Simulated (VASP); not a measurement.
# Cd3Ir (Pm-3m) in VASP: notebook

Cd3Ir is run at these levels: LDA; tasks: single point.

Program: VASP 6.6.1. These are calculated values, not measurements. Logs are shortened: lines on timing, memory, paths and dates and some standing lists are left out, and cuts for length are marked.

**1. The cell of the first run**

It takes space group Pm-3m (No. 221, cubic). Conventional cell: a = 4.217 Å, b = 4.217 Å, c = 4.217 Å, α = 90.00°, β = 90.00°, γ = 90.00°. Cd (site symmetry 4/mmm) has 8 Cd at 2.98 Å and 4 Ir at 2.98 Å within 3.9 Å. Within 3.9 Å of Ir (site symmetry m-3m) lie 12 Cd at 2.98 Å.

**2. Single point, LDA**

INCAR

```
  PREC = Accurate
  ENCUT = 520
  EDIFF = 1E-6
  ISMEAR = 0
  SIGMA = 0.2
  LREAL = F
  LASPH = T
  NELM = 60
  ALGO = Normal
  ISIF = 2
  LWAVE = F
  LCHARG = T
  LELF = T
  LVHAR = T
  NBANDS = 30
```

KPOINTS

```
regular mesh
0
Gamma
  5 5 5
```

POSCAR

```
Cd3Ir
1.0
    4.2167000000      0.0000000000      0.0000000000
    0.0000000000      4.2167000000      0.0000000000
    0.0000000000      0.0000000000      4.2167000000
Cd Ir
3 1
Direct
    0.0000000000      0.5000000000      0.5000000000
    0.5000000000      0.0000000000      0.5000000000
    0.5000000000      0.5000000000      0.0000000000
    0.0000000000      0.0000000000      0.0000000000
```

Potentials or basis: VASP PAW LDA potentials, release 64 (Cd, Ir).

Launch:

```bash
$ cat potpaw_LDA.64/Cd/POTCAR potpaw_LDA.64/Ir/POTCAR > POTCAR
$ mpirun -np 1 vasp_std > vasp.out
```

OUTCAR:

```text
PREC = Accurate
   ENCUT = 520
   EDIFF = 1E-6
   ISMEAR = 0
   LREAL = F
   LASPH = T
   NELM = 60
   ISIF = 2

 ion  position               nearest neighbor table
   1  0.000  0.500  0.500-   2 2.98   3 2.98   4 2.98   3 2.98   4 2.98   2 2.98   4 2.98   4 2.98
                             2 2.98   3 2.98   3 2.98   2 2.98
   2  0.500  0.000  0.500-   1 2.98   3 2.98   4 2.98   3 2.98   4 2.98   1 2.98   3 2.98   3 2.98
                             1 2.98   4 2.98   4 2.98   1 2.98
   3  0.500  0.500  0.000-   1 2.98   2 2.98   4 2.98   1 2.98   2 2.98   2 2.98   4 2.98   2 2.98
                             1 2.98   4 2.98   1 2.98   4 2.98
   4  0.000  0.000  0.000-   1 2.98   2 2.98   3 2.98   1 2.98   2 2.98   1 2.98   3 2.98   1 2.98
                             2 2.98   3 2.98   2 2.98   3 2.98

  LATTYP: Found a simple cubic cell.
 ALAT       =     4.2167000000

  Lattice vectors:

 A1 = (   4.2167000000,   0.0000000000,   0.0000000000)
 A2 = (   0.0000000000,   4.2167000000,   0.0000000000)
 A3 = (   0.0000000000,   0.0000000000,   4.2167000000)

Analysis of symmetry for initial positions (statically):
=====================================================================
 Subroutine PRICEL returns:
 Original cell was already a primitive cell.

 Routine SETGRP: Setting up the symmetry group for a
 simple cubic supercell.

 Subroutine GETGRP returns: Found 48 space group operations
 (whereof 48 operations were pure point group operations)
 out of a pool of 48 trial point group operations.

The static configuration has the point symmetry O_h .

Analysis of symmetry for dynamics (positions and initial velocities):
=====================================================================
 Subroutine PRICEL returns:
 Original cell was already a primitive cell.

 Routine SETGRP: Setting up the symmetry group for a
 simple cubic supercell.

 Subroutine GETGRP returns: Found 48 space group operations
 (whereof 48 operations were pure point group operations)
 out of a pool of 48 trial point group operations.

The dynamic configuration has the point symmetry O_h .

 Subroutine INISYM returns: Found 48 space group operations
 (whereof 48 operations are pure point group operations),
 and found     1 'primitive' translations

----------------------------------------------------------------------------------------

                                     Primitive cell

  volume of cell :      74.9753

  direct lattice vectors                    reciprocal lattice vectors
     4.216700000  0.000000000  0.000000000     0.237152275  0.000000000  0.000000000
     0.000000000  4.216700000  0.000000000     0.000000000  0.237152275  0.000000000
     0.000000000  0.000000000  4.216700000     0.000000000  0.000000000  0.237152275

  length of vectors
     4.216700000  4.216700000  4.216700000     0.237152275  0.237152275  0.237152275

  position of ions in fractional coordinates (direct lattice)
     0.000000000  0.500000000  0.500000000
     0.500000000  0.000000000  0.500000000
     0.500000000  0.500000000  0.000000000
     0.000000000  0.000000000  0.000000000

  ion indices of the primitive-cell ions
   primitive index   ion index
                 1           1
                 2           2
                 3           3
                 4           4

----------------------------------------------------------------------------------------

 KPOINTS: regular mesh

Automatic generation of k-mesh.
 Grid dimensions read from file:
 generate k-points for:    5    5    5

 Generating k-lattice:

  Cartesian coordinates                     Fractional coordinates (reciprocal lattice)
     0.047430455  0.000000000  0.000000000     0.200000000  0.000000000  0.000000000
     0.000000000  0.047430455  0.000000000     0.000000000  0.200000000  0.000000000
     0.000000000  0.000000000  0.047430455     0.000000000  0.000000000  0.200000000

  Length of vectors
     0.047430455  0.047430455  0.047430455

  Shift w.r.t. Gamma in fractional coordinates (k-lattice)
     0.000000000  0.000000000  0.000000000

 Subroutine IBZKPT returns following result:
 ===========================================

 Found     10 irreducible k-points:

 Following reciprocal coordinates:
            Coordinates               Weight
  0.000000  0.000000  0.000000      1.000000
  0.200000  0.000000  0.000000      6.000000
  0.400000  0.000000  0.000000      6.000000
  0.200000  0.200000  0.000000     12.000000
  0.400000  0.200000  0.000000     24.000000
  0.400000  0.400000  0.000000     12.000000
  0.200000  0.200000  0.200000      8.000000
  0.400000  0.200000  0.200000     24.000000
  0.400000  0.400000  0.200000     24.000000
  0.400000  0.400000  0.400000      8.000000
   k-points           NKPTS =     10   k-points in BZ     NKDIM =     10   number of bands    NBANDS=     30
   number of dos      NEDOS =    301   number of ions     NIONS =      4
   total plane-waves  NPLWV =  32768
   dimension x,y,z NGX =    32 NGY =   32 NGZ =   32
   dimension x,y,z NGXF=    64 NGYF=   64 NGZF=   64
   ions per type =               3   1
   NGX,Y,Z   is equivalent  to a cutoff of  12.62, 12.62, 12.62 a.u.
   NGXF,Y,Z  is equivalent  to a cutoff of  25.23, 25.23, 25.23 a.u.
 SYSTEM =  unknown system
   PREC   = accura    normal or accurate (medium, high low for compatibility)
   ISTART =      0    job   : 0-new  1-cont  2-samecut
   ICHARG =      2    charge: 1-file 2-atom 10-const
   ISPIN  =      1    spin polarized calculation?
   LNONCOLLINEAR =      F non collinear calculations
   LSORBIT =      F    spin-orbit coupling
   LASPH  =      T    aspherical Exc in radial PAW
   ENCUT  =  520.0 eV  38.22 Ry    6.18 a.u.   7.84  7.84  7.84*2*pi/ulx,y,z
   NELM   =     60;   NELMIN=  2; NELMDL= -5     # of ELM steps
   EDIFF  = 0.1E-05   stopping-criterion for ELM
   LREAL  =      F    real-space projection
   EDIFFG = 0.1E-04   stopping-criterion for IOM
   NSW    =      0    number of steps for IOM
   IBRION =     -1    ionic relax: 0-MD 1-quasi-New 2-CG
   NFREE  =      0    steps in history (QN), initial steepest desc. (CG)
   ISIF   =      2    stress and relaxation
   ISYM   =      2    0-nonsym 1-usesym 2-fastsym
   POTIM  = 0.5000    time-step for ionic-motion
   TEBEG  =    0.0;   TEEND  =   0.0 temperature during run
   PSTRESS=    0.0 pullay stress
   NELECT =      45.0000    total number of electrons
   NUPDOWN=      -1.0000    fix difference up-down
   EMIN   =  10.00;   EMAX   =-10.00  energy-range for DOS
   EFERMI =   0.00;   METHOD = LEGACY
   ISMEAR =     0;   SIGMA  =   0.20  broadening in eV -4-tet -1-fermi 0-gaus
   EFERMI_NEDOS =   21; number of points for ismear=-14 and -15
   IALGO  =     38    algorithm
   IMIX   =      4    mixing-type and parameters
     AMIX     =   0.40;   BMIX     =  1.00
     AMIX_MAG =   1.60;   BMIX_MAG =  1.00
  volume/ion in A,a.u.               =      18.74       126.49
  Fermi-wavevector in a.u.,A,eV,Ry     =   1.380934  2.609587 25.946026  1.906979
  Thomas-Fermi vector in A             =   2.505765
   LORBIT       =      0    0 simple, 1 ext, 2 COOP (PROOUT), +10 PAW based schemes
   GGA     = CA    functional components
   LHFCALC =     F    Hartree Fock is set to
   AEXX    =    0.0000 exact exchange contribution
   IVDW    =     0    specifies the selected vdW correction
   LEPSILON=     F    determine dielectric tensor
   LRPA    =     F    only Hartree local field effects (RPA)
 non-spin polarized calculation
 Gauss-broadening in eV      SIGMA  =   0.20
  energy-cutoff  :      520.00
  volume of cell :       74.98
 maximum number of plane-waves:      2030
 NGX is ok and might be reduce to    32
   NGX = 15   NGY = 15   NGZ = 15

 number of electron      45.0000038 magnetization

 Free energy of the ion-electron system (eV)
  ---------------------------------------------------
  ext. energy  EPLUGINS =         0.00000000
  ---------------------------------------------------
  free energy    TOTEN  =       -14.46334964 eV

  energy without entropy =      -14.43937922  energy(sigma->0) =      -14.45136443

 E-fermi :   4.0010     XC(G=0): -12.2358

 val. band max:        3.7769156051   @ k =   0.0000   0.0000   0.0000
 cond. band min:       4.0891391616   @ k =   0.2000   0.2000   0.2000
 fundamental gap:      0.3122235566
 Fermi energy:         4.0010007083

 k-point     1 :       0.0000    0.0000    0.0000
  band No.  band energies     occupation
      1      -6.1082      2.00000
      2      -5.7800      2.00000
      3      -5.7800      2.00000
      4      -5.7800      2.00000
      5      -5.4074      2.00000
      6      -5.4074      2.00000
[... 22 lines left out ...]
     29      11.8498      0.00000
     30      11.8498      0.00000

 k-point     2 :       0.2000    0.0000    0.0000
  band No.  band energies     occupation
      1      -5.9616      2.00000
      2      -5.7317      2.00000
      3      -5.6478      2.00000
      4      -5.6478      2.00000
      5      -5.3468      2.00000
      6      -5.2695      2.00000
[... 22 lines left out ...]
     29      11.1988      0.00000
     30      11.4823      0.00000

 k-point     3 :       0.4000    0.0000    0.0000
  band No.  band energies     occupation
      1      -5.6536      2.00000
      2      -5.6411      2.00000
      3      -5.2813      2.00000
      4      -5.2813      2.00000
      5      -5.2335      2.00000
      6      -4.9663      2.00000
[... 22 lines left out ...]
     29       9.5419      0.00000
     30      11.5409      0.00000

 k-point     4 :       0.2000    0.2000    0.0000
  band No.  band energies     occupation
      1      -5.8418      2.00000
      2      -5.6494      2.00000
      3      -5.5602      2.00000
      4      -5.5530      2.00000
      5      -5.2434      2.00000
      6      -5.1625      2.00000
[... 154 lines left out ...]
     29      12.0382      0.00000
     30      12.4147      0.00000

 k-point     9 :       0.4000    0.4000    0.2000
  band No.  band energies     occupation
      1      -5.5734      2.00000
      2      -5.3808      2.00000
      3      -5.3781      2.00000
      4      -5.3469      2.00000
      5      -5.1154      2.00000
      6      -5.0509      2.00000
[... 22 lines left out ...]
     29      12.7173      0.00000
     30      14.4294      0.00000

 k-point    10 :       0.4000    0.4000    0.4000
  band No.  band energies     occupation
      1      -5.6681      2.00000
      2      -5.6029      2.00000
      3      -5.5553      2.00000
      4      -5.5553      2.00000
      5      -5.0892      2.00000
      6      -5.0892      2.00000
[... 22 lines left out ...]
     29      16.4157      0.00000
     30      16.4157      0.00000

------------------------ aborting loop because EDIFF is reached ----------------------------------------

  FORCE on cell =-STRESS in cart. coord.  units (eV):
  Direction    XX          YY          ZZ          XY          YZ          ZX
  --------------------------------------------------------------------------------------
  -------------------------------------------------------------------------------------
  Total       -4.6881200     -4.6881200     -4.6881200     -0.0000000     -0.0000000     -0.0000000
  in kB     -100.1823444   -100.1823444   -100.1823444     -0.0000000     -0.0000000     -0.0000000
  external PRESSURE =    -100.1823444 kB  Pullay stress =       0.0000000 kB

 VOLUME and BASIS-vectors are now :
 -----------------------------------------------------------------------------
  energy-cutoff  :      520.00
  volume of cell :       74.98
      direct lattice vectors                 reciprocal lattice vectors
     4.216700000  0.000000000  0.000000000     0.237152275  0.000000000  0.000000000
     0.000000000  4.216700000  0.000000000     0.000000000  0.237152275  0.000000000
     0.000000000  0.000000000  4.216700000     0.000000000  0.000000000  0.237152275

 POSITION                                       TOTAL-FORCE (eV/Angst)
 -----------------------------------------------------------------------------------
      0.00000      2.10835      2.10835         0.000000      0.000000      0.000000
      2.10835      0.00000      2.10835         0.000000      0.000000      0.000000
      2.10835      2.10835      0.00000         0.000000      0.000000      0.000000
      0.00000      0.00000      0.00000         0.000000      0.000000      0.000000
 -----------------------------------------------------------------------------------
    total drift:                                0.000000     -0.000000     -0.000000

  FREE ENERGIE OF THE ION-ELECTRON SYSTEM (eV)
  ---------------------------------------------------
  free  energy   TOTEN  =       -14.4633496369 eV

  energy  without entropy=      -14.4393792238  energy(sigma->0) =      -14.45136443
```

It took 13 s on 1 thread of Intel Xeon Platinum 8175M at 2.50GHz (Skylake/Cascade Lake), shared host; peak memory 0.16 GiB.

What came out:

```yaml
Free_energy: -14.4633 eV
Pressure: -10.0 GPa
```

Caveat: spin-orbit coupling is left out, which moves the levels of the heavy elements.

**3. Single point, LDA**

INCAR

```
SYSTEM = Cd3Ir
  ALGO = Normal
  EDIFF = 1E-7
  ENCUT = 520
  ISIF = 2
  ISMEAR = 0
  LASPH = .True.
  LCHARG = .False.
  LREAL = .False.
  LWAVE = .False.
  NBANDS = 30
  NELM = 80
  PREC = Accurate
  SIGMA = 0.1
```

KPOINTS

```
k-points
0
Gamma
  5 5 5
  0 0 0
```

POSCAR is that of step 2.

Potentials or basis: VASP PAW LDA potentials, release 64 (Cd, Ir).

Launch:

```bash
$ cat potpaw_LDA.64/Cd/POTCAR potpaw_LDA.64/Ir/POTCAR > POTCAR
$ mpirun -np 1 vasp_std > vasp.out
```

It took 12 s on 1 thread of Intel Xeon Platinum 8175M at 2.50GHz (Skylake/Cascade Lake), shared host; peak memory 0.16 GiB.

It converged, with:

```yaml
Free_energy: -14.4544 eV
Pressure: -10.0 GPa
```

Levels at points of the mesh, in eV from the Fermi level:
```
           k point  band 18  band 19  band 20  band 21  band 22  band 23  band 24  band 25  band 26  band 27
(0.00, 0.00, 0.00)    -2.18    -1.04    -1.04    -1.04    -0.29    -0.29    -0.29     3.28     4.36     4.36
```

Caveat: spin-orbit coupling is left out, which moves the levels of the heavy elements.
